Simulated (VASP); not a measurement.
# Cd (Immm) in VASP: a series of runs

Runs on Cd. Level: PBE. Tasks: single point.

Everything below comes from runs of VASP 6.6.1. Logs are shortened: lines on timing, memory, paths and dates and some standing lists are left out, and cuts for length are marked.

## (1) The cell of the first run

It takes space group Immm (No. 71, orthorhombic). The conventional cell has a = 3.129 Å, b = 3.145 Å, c = 4.436 Å, α = 90.00°, β = 90.00°, γ = 90.00°. Within 4.1 Å of Cd (site symmetry mmm) lie 12 Cd at 3.13 to 3.14 Å.

## (2) Single point, PBE (strain +0.0050 x Voigt [0, 0, 0, 0, 1, 0])

INCAR

```
  PREC = Accurate
  ENCUT = 520
  EDIFF = 1E-6
  ISMEAR = 0
  SIGMA = 0.15
  LREAL = F
  LASPH = T
  NELM = 60
  ALGO = Fast
  ISIF = 2
  LWAVE = F
  LCHARG = F
  GGA = PE
  NBANDS = 12
```

KPOINTS

```
Automatic mesh
0
Gamma
  18 18 18
```

POSCAR

```
Cd
1.0
    0.0055453744      2.2181497500      2.2181497500
    2.2236951244      0.0000000000      2.2236951244
    2.2181497500      2.2181497500      0.0055453744
Cd
1
Direct
    0.0000000000      0.0000000000      0.0000000000
```

Potentials or basis: VASP PAW PBE potentials, release 64 (Cd).

Started as:

```console
> cat potpaw_PBE.64/Cd/POTCAR > POTCAR
> mpirun -np 1 vasp_std > vasp.out
```

OUTCAR:

```text
PREC = Accurate
   ENCUT = 520
   EDIFF = 1E-6
   ISMEAR = 0
   LREAL = F
   LASPH = T
   NELM = 60
   ISIF = 2
   GGA = PE

 ion  position               nearest neighbor table
   1  0.000  0.000  0.000-

  LATTYP: Found a body centered orthorhombic cell.
 ALAT       =     3.1290951161
 B/A-ratio  =     1.0050125314
 C/A-ratio  =     1.4177579573

  Lattice vectors:

 A1 = (   0.0055453744,  -2.2181497500,   2.2181497500)
 A2 = (  -0.0055453744,  -2.2181497500,  -2.2181497500)
 A3 = (   2.2181497500,   2.2181497500,   0.0055453744)

Analysis of symmetry for initial positions (statically):
=====================================================================
 Subroutine PRICEL returns:
 Original cell was already a primitive cell.

 Routine SETGRP: Setting up the symmetry group for a
 body centered orthorhombic supercell.

 Subroutine GETGRP returns: Found  8 space group operations
 (whereof  8 operations were pure point group operations)
 out of a pool of  8 trial point group operations.

The static configuration has the point symmetry D_2h.

Analysis of symmetry for dynamics (positions and initial velocities):
=====================================================================
 Subroutine PRICEL returns:
 Original cell was already a primitive cell.

 Routine SETGRP: Setting up the symmetry group for a
 body centered orthorhombic supercell.

 Subroutine GETGRP returns: Found  8 space group operations
 (whereof  8 operations were pure point group operations)
 out of a pool of  8 trial point group operations.

The dynamic configuration has the point symmetry D_2h.

 Subroutine INISYM returns: Found  8 space group operations
 (whereof  8 operations are pure point group operations),
 and found     1 'primitive' translations

----------------------------------------------------------------------------------------

                                     Primitive cell

  volume of cell :      21.8273

  direct lattice vectors                    reciprocal lattice vectors
     0.005545374  2.218149750  2.218149750    -0.225978040  0.225413095  0.225978040
     2.223695124  0.000000000  2.223695124     0.224850967 -0.225413095  0.224850967
     2.218149750  2.218149750  0.005545374     0.225978040  0.225413095 -0.225978040

  length of vectors
     3.136942361  3.144779804  3.136942361     0.391079547  0.389778114  0.391079547

  position of ions in fractional coordinates (direct lattice)
     0.000000000  0.000000000  0.000000000

  ion indices of the primitive-cell ions
   primitive index   ion index
                 1           1

----------------------------------------------------------------------------------------

 KPOINTS: Automatic mesh

Automatic generation of k-mesh.
 Grid dimensions read from file:
 generate k-points for:   18   18   18

 Generating k-lattice:

  Cartesian coordinates                     Fractional coordinates (reciprocal lattice)
    -0.012554336  0.012522950  0.012554336     0.055555556  0.000000000 -0.000000000
     0.012491720 -0.012522950  0.012491720     0.000000000  0.055555556  0.000000000
     0.012554336  0.012522950 -0.012554336    -0.000000000  0.000000000  0.055555556

  Length of vectors
     0.021726642  0.021654340  0.021726642

  Shift w.r.t. Gamma in fractional coordinates (k-lattice)
     0.000000000  0.000000000  0.000000000

 Subroutine IBZKPT returns following result:
 ===========================================

 Found    865 irreducible k-points:

 Following reciprocal coordinates:
            Coordinates               Weight
  0.000000  0.000000  0.000000      1.000000
  0.055556  0.000000  0.000000      4.000000
  0.111111  0.000000  0.000000      4.000000
  0.166667  0.000000  0.000000      4.000000
  0.222222  0.000000  0.000000      4.000000
  0.277778  0.000000 -0.000000      4.000000
[... 16 lines left out ...]
 -0.333333  0.055556 -0.000000      8.000000
 -0.277778  0.055556  0.000000      8.000000
 [... further k-points ...]
   k-points           NKPTS =    865   k-points in BZ     NKDIM =    865   number of bands    NBANDS=     12
   number of dos      NEDOS =    301   number of ions     NIONS =      1
   total plane-waves  NPLWV =  13824
   dimension x,y,z NGX =    24 NGY =   24 NGZ =   24
   dimension x,y,z NGXF=    48 NGYF=   48 NGZF=   48
   ions per type =               1
   NGX,Y,Z   is equivalent  to a cutoff of  12.72, 12.69, 12.72 a.u.
   NGXF,Y,Z  is equivalent  to a cutoff of  25.44, 25.37, 25.44 a.u.
 SYSTEM =  unknown system
   PREC   = accura    normal or accurate (medium, high low for compatibility)
   ISTART =      0    job   : 0-new  1-cont  2-samecut
   ICHARG =      2    charge: 1-file 2-atom 10-const
   ISPIN  =      1    spin polarized calculation?
   LNONCOLLINEAR =      F non collinear calculations
   LSORBIT =      F    spin-orbit coupling
   LASPH  =      T    aspherical Exc in radial PAW
   ENCUT  =  520.0 eV  38.22 Ry    6.18 a.u.   5.83  5.85  5.83*2*pi/ulx,y,z
   NELM   =     60;   NELMIN=  2; NELMDL= -5     # of ELM steps
   EDIFF  = 0.1E-05   stopping-criterion for ELM
   LREAL  =      F    real-space projection
   EDIFFG = 0.1E-04   stopping-criterion for IOM
   NSW    =      0    number of steps for IOM
   IBRION =     -1    ionic relax: 0-MD 1-quasi-New 2-CG
   NFREE  =      0    steps in history (QN), initial steepest desc. (CG)
   ISIF   =      2    stress and relaxation
   ISYM   =      2    0-nonsym 1-usesym 2-fastsym
   POTIM  = 0.5000    time-step for ionic-motion
   TEBEG  =    0.0;   TEEND  =   0.0 temperature during run
   PSTRESS=    0.0 pullay stress
   NELECT =      12.0000    total number of electrons
   NUPDOWN=      -1.0000    fix difference up-down
   EMIN   =  10.00;   EMAX   =-10.00  energy-range for DOS
   EFERMI =   0.00;   METHOD = LEGACY
   ISMEAR =     0;   SIGMA  =   0.15  broadening in eV -4-tet -1-fermi 0-gaus
   EFERMI_NEDOS =   21; number of points for ismear=-14 and -15
   IALGO  =     68    algorithm
   IMIX   =      4    mixing-type and parameters
     AMIX     =   0.40;   BMIX     =  1.00
     AMIX_MAG =   1.60;   BMIX_MAG =  1.00
  volume/ion in A,a.u.               =      21.83       147.30
  Fermi-wavevector in a.u.,A,eV,Ry     =   1.341123  2.534355 24.471588  1.798611
  Thomas-Fermi vector in A             =   2.469382
   LORBIT       =      0    0 simple, 1 ext, 2 COOP (PROOUT), +10 PAW based schemes
   GGA     = PE    functional components
   LHFCALC =     F    Hartree Fock is set to
   AEXX    =    0.0000 exact exchange contribution
   IVDW    =     0    specifies the selected vdW correction
   LEPSILON=     F    determine dielectric tensor
   LRPA    =     F    only Hartree local field effects (RPA)
 non-spin polarized calculation
 RMM-DIIS sequential band-by-band and
 Gauss-broadening in eV      SIGMA  =   0.15
  energy-cutoff  :      520.00
  volume of cell :       21.83
 maximum number of plane-waves:       602
   NGX = 11   NGY = 11   NGZ = 11

 number of electron      12.0000003 magnetization

 Free energy of the ion-electron system (eV)
  ---------------------------------------------------
  ext. energy  EPLUGINS =         0.00000000
  ---------------------------------------------------
  free energy    TOTEN  =        -0.73367011 eV

  energy without entropy =       -0.72967947  energy(sigma->0) =       -0.73167479

 E-fermi :   2.7870     XC(G=0): -10.9869

 val. band max:        2.7102751476   @ k =  -0.4444  -0.1667   0.2222
 cond. band min:       2.7933621066   @ k =   0.3333  -0.3333   0.1667
 fundamental gap:      0.0830869590
 Fermi energy:         2.7869877031

 k-point     1 :       0.0000    0.0000    0.0000
  band No.  band energies     occupation
      1      -6.3086      2.00000
      2      -6.3015      2.00000
      3      -6.2935      2.00000
      4      -5.9502      2.00000
      5      -5.8478      2.00000
      6      -5.8477      2.00000
      7      16.7305      0.00000
      8      17.7066      0.00000
      9      17.7972      0.00000
     10      17.8788      0.00000
     11      21.0928      0.00000
     12      21.2124      0.00000

 k-point     2 :       0.0556    0.0000    0.0000
  band No.  band energies     occupation
      1      -6.3052      2.00000
      2      -6.2953      2.00000
      3      -6.2847      2.00000
      4      -5.8693      2.00000
      5      -5.8513      2.00000
      6      -5.8513      2.00000
      7      16.3218      0.00000
      8      17.0968      0.00000
      9      17.5750      0.00000
     10      17.6924      0.00000
     11      21.3170      0.00000
     12      21.4070      0.00000

 k-point     3 :       0.1111    0.0000    0.0000
  band No.  band energies     occupation
      1      -6.3417      2.00000
      2      -6.2609      2.00000
      3      -6.2495      2.00000
      4      -5.8572      2.00000
      5      -5.8571      2.00000
      6      -5.6134      2.00000
      7      14.4323      0.00000
      8      16.9470      0.00000
      9      17.2576      0.00000
     10      17.3682      0.00000
     11      21.5048      0.00000
     12      21.9191      0.00000

 k-point     4 :       0.1667    0.0000    0.0000
  band No.  band energies     occupation
      1      -6.4085      2.00000
      2      -6.2226      2.00000
      3      -6.2099      2.00000
      4      -5.8501      2.00000
      5      -5.8500      2.00000
      6      -5.1760      2.00000
      7      12.2914      0.00000
      8      16.8711      0.00000
      9      16.8718      0.00000
     10      17.0008      0.00000
     11      21.1879      0.00000
     12      22.1727      0.00000

 k-point     5 :       0.2222    0.0000    0.0000
  band No.  band energies     occupation
      1      -6.4936      2.00000
      2      -6.2052      2.00000
      3      -6.1917      2.00000
      4      -5.8095      2.00000
      5      -5.8083      2.00000
      6      -4.5614      2.00000
      7      10.1720      0.00000
      8      16.4824      0.00000
      9      16.5482      0.00000
     10      16.7901      0.00000
     11      20.9702      0.00000
     12      21.4223      0.00000
[... 228 lines left out ...]
      1      -6.7641      2.00000
      2      -6.3067      2.00000
      3      -6.2702      2.00000
      4      -5.5123      2.00000
      5      -5.4967      2.00000
      6       0.0364      2.00000
      7       2.2535      2.00000
      8      14.3033      0.00000
      9      15.2671      0.00000
     10      15.7646      0.00000
     11      19.4882      0.00000
     12      19.9425      0.00000

 k-point    22 :      -0.3889    0.0556    0.0000
  band No.  band energies     occupation
      1      -6.7297      2.00000
      2      -6.2871      2.00000
      3      -6.2557      2.00000
      4      -5.5626      2.00000
      5      -5.5399      2.00000
      6      -1.2288      2.00000
      7       3.8545      0.00000
      8      14.1506      0.00000
      9      15.7352      0.00000
     10      16.0337      0.00000
     11      19.4116      0.00000
     12      20.0421      0.00000

 k-point    23 :      -0.3333    0.0556   -0.0000
  band No.  band energies     occupation
      1      -6.6704      2.00000
      2      -6.2578      2.00000
      3      -6.2293      2.00000
      4      -5.6550      2.00000
      5      -5.6027      2.00000
      6      -2.3841      2.00000
      7       5.6300      0.00000
      8      14.1425      0.00000
      9      16.3074      0.00000
     10      16.4243      0.00000
     11      19.4947      0.00000
     12      20.1012      0.00000

 k-point    24 :      -0.2778    0.0556    0.0000
  band No.  band energies     occupation
      1      -6.5927      2.00000
      2      -6.2270      2.00000
      3      -6.1984      2.00000
      4      -5.7584      2.00000
      5      -5.6850      2.00000
      6      -3.3872      2.00000
      7       7.5327      0.00000
      8      14.2638      0.00000
      9      16.8460      0.00000
     10      16.9689      0.00000
     11      19.7799      0.00000
     12      20.0956      0.00000

 [... further k-points ...]

------------------------ aborting loop because EDIFF is reached ----------------------------------------

  FORCE on cell =-STRESS in cart. coord.  units (eV):
  Direction    XX          YY          ZZ          XY          YZ          ZX
  --------------------------------------------------------------------------------------
  -------------------------------------------------------------------------------------
  Total        0.3423475      0.3421255      0.3423475     -0.0000000      0.0000000     -0.0019192
  in kB       25.1291578     25.1128626     25.1291578     -0.0000000      0.0000000     -0.1408714
  external PRESSURE =      25.1237260 kB  Pullay stress =       0.0000000 kB

 VOLUME and BASIS-vectors are now :
 -----------------------------------------------------------------------------
  energy-cutoff  :      520.00
  volume of cell :       21.83
      direct lattice vectors                 reciprocal lattice vectors
     0.005545374  2.218149750  2.218149750    -0.225978040  0.225413095  0.225978040
     2.223695124  0.000000000  2.223695124     0.224850967 -0.225413095  0.224850967
     2.218149750  2.218149750  0.005545374     0.225978040  0.225413095 -0.225978040

 POSITION                                       TOTAL-FORCE (eV/Angst)
 -----------------------------------------------------------------------------------
      0.00000      0.00000      0.00000         0.000000      0.000000     -0.000000
 -----------------------------------------------------------------------------------
    total drift:                               -0.000000      0.000000      0.000000

  FREE ENERGIE OF THE ION-ELECTRON SYSTEM (eV)
  ---------------------------------------------------
  free  energy   TOTEN  =        -0.7336701124 eV

  energy  without entropy=       -0.7296794689  energy(sigma->0) =       -0.73167479
```

It took 85 s on 1 thread of Intel Xeon 6975P-C, shared host; peak memory 0.32 GiB.

Results:

| Item | Value |
| --- | --- |
| Free energy | -0.7337 eV |
| Pressure | 2.5 GPa |
| Band gap on the k mesh | zero (band 6 reaches 4.38 eV, above the bottom of band 7 at 1.48 eV) |

Caveat: the cell differs from its parent crystal (strain +0.0050 x Voigt [0, 0, 0, 0, 1, 0]).

## (3) Single point, PBE (strain +0.0175 x Voigt [0, 0, 0, 0, 1, 0])

INCAR

```
SYSTEM = Cd
ALGO = Fast ; EDIFF = 1E-6
ENCUT = 520 ; GGA = PE
ISIF = 2 ; ISMEAR = 0
LASPH = .True. ; LCHARG = .False.
LREAL = .False. ; LWAVE = .False.
NBANDS = 12 ; NELM = 60
PREC = Accurate ; SIGMA = 0.15
```

KPOINTS

```
k-points
0
Gamma
  18 18 18
  0 0 0
```

POSCAR

```
Cd
1.0
    0.0194088103      2.2181497500      2.2181497500
    2.2375585603      0.0000000000      2.2375585603
    2.2181497500      2.2181497500      0.0194088103
Cd
1
Direct
    0.0000000000      0.0000000000      0.0000000000
```

Potentials or basis: VASP PAW PBE potentials, release 64 (Cd).

Started as:

```console
> cat potpaw_PBE.64/Cd/POTCAR > POTCAR
> mpirun -np 1 vasp_std > vasp.out
```

It took 87 s on 1 thread of Intel Xeon 6975P-C, shared host; peak memory 0.32 GiB.

Results (log left out):

| Item | Value |
| --- | --- |
| Free energy | -0.7336 eV |
| Pressure | 2.5 GPa |
| Band gap on the k mesh | zero (band 6 reaches 4.38 eV, above the bottom of band 7 at 1.41 eV) |

Levels at points of the mesh, in eV from the Fermi level:
```
           k point  band 2  band 3  band 4  band 5  band 6  band 7  band 8  band 9  band 10  band 11
(0.00, 0.00, 0.00)   -9.09   -9.06   -8.74   -8.64   -8.63   13.90   14.71   15.06    15.31    18.13
(0.50, 0.00, 0.00)   -9.11   -9.06   -8.27   -8.24   -2.23   -1.16   12.39   12.51    13.01    16.28
(0.00, 0.50, 0.00)   -9.11   -9.06   -8.28   -8.26   -2.32   -1.38   12.62   12.81    13.17    16.48
(0.50, 0.50, 0.00)   -9.66   -8.29   -8.17   -8.16   -0.75    1.44    6.84    6.84    11.10    11.16
(0.50, 0.00, 0.50)   -9.65   -8.29   -8.17   -8.17   -0.75    1.43    6.56    7.13    10.85    11.41
```

Caveat: the cell differs from its parent crystal (strain +0.0175 x Voigt [0, 0, 0, 0, 1, 0]).

## (4) Single point, PBE (strain +0.0125 x Voigt [0, 0, 0, 0, 1, 0])

INCAR

```
ALGO = Fast
EDIFF = 1E-6
ENCUT = 520
GGA = PE
ISIF = 2
ISMEAR = 0
LASPH = True
LCHARG = False
LREAL = False
LWAVE = False
NBANDS = 12
NELM = 80
PREC = Accurate
SIGMA = 0.15
```

KPOINTS

```
k-points
0
Gamma
  18 18 18
```

POSCAR

```
Cd
1.0
    0.0138634359      2.2181497500      2.2181497500
    2.2320131859      0.0000000000      2.2320131859
    2.2181497500      2.2181497500      0.0138634359
Cd
1
Direct
    0.0000000000      0.0000000000      0.0000000000
```

Started as:

```console
> cat potpaw_PBE.64/Cd/POTCAR > POTCAR
> mpirun -np 1 vasp_std > vasp.out
```

Run time: 88 s. Hardware: 1 thread of Intel Xeon 6975P-C, shared host; peak memory 0.32 GiB.

The run converged. Its results:

| Quantity | Value |
| --- | --- |
| Free energy | -0.7336 eV |
| Pressure | 2.5 GPa |
| Band gap on the k mesh | zero (band 6 reaches 4.38 eV, above the bottom of band 7 at 1.44 eV) |

Levels at points of the mesh, in eV from the Fermi level:
| k point | band 2 | band 3 | band 4 | band 5 | band 6 | band 7 | band 8 | band 9 | band 10 | band 11 |
| --- | --- | --- | --- | --- | --- | --- | --- | --- | --- | --- |
| (0.00, 0.00, 0.00) | -9.09 | -9.07 | -8.74 | -8.63 | -8.63 | 13.92 | 14.79 | 15.03 | 15.22 | 18.20 |
| (0.50, 0.00, 0.00) | -9.10 | -9.07 | -8.27 | -8.25 | -2.24 | -1.19 | 12.45 | 12.54 | 13.02 | 16.33 |
| (0.00, 0.50, 0.00) | -9.10 | -9.06 | -8.28 | -8.26 | -2.30 | -1.35 | 12.62 | 12.75 | 13.13 | 16.47 |
| (0.50, 0.50, 0.00) | -9.66 | -8.29 | -8.17 | -8.17 | -0.75 | 1.44 | 6.84 | 6.84 | 11.10 | 11.16 |
| (0.50, 0.00, 0.50) | -9.65 | -8.28 | -8.17 | -8.17 | -0.75 | 1.44 | 6.64 | 7.04 | 10.93 | 11.33 |

Caveat: the cell differs from its parent crystal (strain +0.0125 x Voigt [0, 0, 0, 0, 1, 0]).

## (5) Single point, PBE (strain +0.0075 x Voigt [0, 0, 0, 0, 1, 0])

INCAR

```
PREC = Accurate
ENCUT = 520
EDIFF = 1E-6
ISMEAR = 0
SIGMA = 0.15
LREAL = False
LASPH = True
NELM = 80
ALGO = Fast
ISIF = 2
LWAVE = False
LCHARG = False
GGA = PE
NBANDS = 12
```

KPOINTS

```
regular mesh
0
Gamma
  18 18 18
```

POSCAR

```
Cd
1.0
    0.0083180616      2.2181497500      2.2181497500
    2.2264678116      0.0000000000      2.2264678116
    2.2181497500      2.2181497500      0.0083180616
Cd
1
Direct
    0.0000000000      0.0000000000      0.0000000000
```

Started as:

```console
> cat potpaw_PBE.64/Cd/POTCAR > POTCAR
> mpirun -np 1 vasp_std > vasp.out
```

Wall time 96 s (1 thread of Intel Xeon 6975P-C, shared host); peak memory 0.32 GiB.

The run converged. Its results:

```
Free energy            : -0.7337 eV
Pressure               : 2.5 GPa
Band gap on the k mesh : zero (band 6 reaches 4.38 eV, above the bottom of band 7 at 1.47 eV)
```

Levels at points of the mesh, in eV from the Fermi level:
```tsv
k point	band 4	band 5	band 6	band 7	band 8	band 9
(0.00, 0.00, 0.00)	-8.74	-8.63	-8.63	13.94	14.88	15.02
(0.50, 0.00, 0.00)	-8.27	-8.25	-2.25	-1.23	12.51	12.57
(0.00, 0.50, 0.00)	-8.27	-8.26	-2.29	-1.32	12.61	12.69
(0.50, 0.50, 0.00)	-8.17	-8.17	-0.75	1.44	6.84	6.84
(0.50, 0.00, 0.50)	-8.17	-8.17	-0.75	1.44	6.72	6.96
```

Caveat: the cell differs from its parent crystal (strain +0.0075 x Voigt [0, 0, 0, 0, 1, 0]).

## (6) Overview

| cell | gap on the mesh (eV) | pressure (GPa) |
| --- | --- | --- |
| a = 3.137, b = 3.145 Å, angles 59.9, 59.8, 59.9°, 1 atom | none | 2.5 |
| a = 3.137, b = 3.164 Å, angles 59.7, 59.4, 59.7°, 1 atom | none | 2.5 |
| a = 3.137, b = 3.157 Å, angles 59.8, 59.6, 59.8°, 1 atom | none | 2.5 |
| a = 3.137, b = 3.149 Å, angles 59.9, 59.8, 59.9°, 1 atom | none | 2.5 |

Alike in all rows: task single point; level PBE; potentials or basis VASP PAW PBE potentials, release 64 (Cd); no spin polarisation; k mesh 18 × 18 × 18; cutoff (eV) 520; smearing gaussian 0.15 eV.

Total energies depend on the potentials used, so only differences within one code and one set of settings carry meaning.
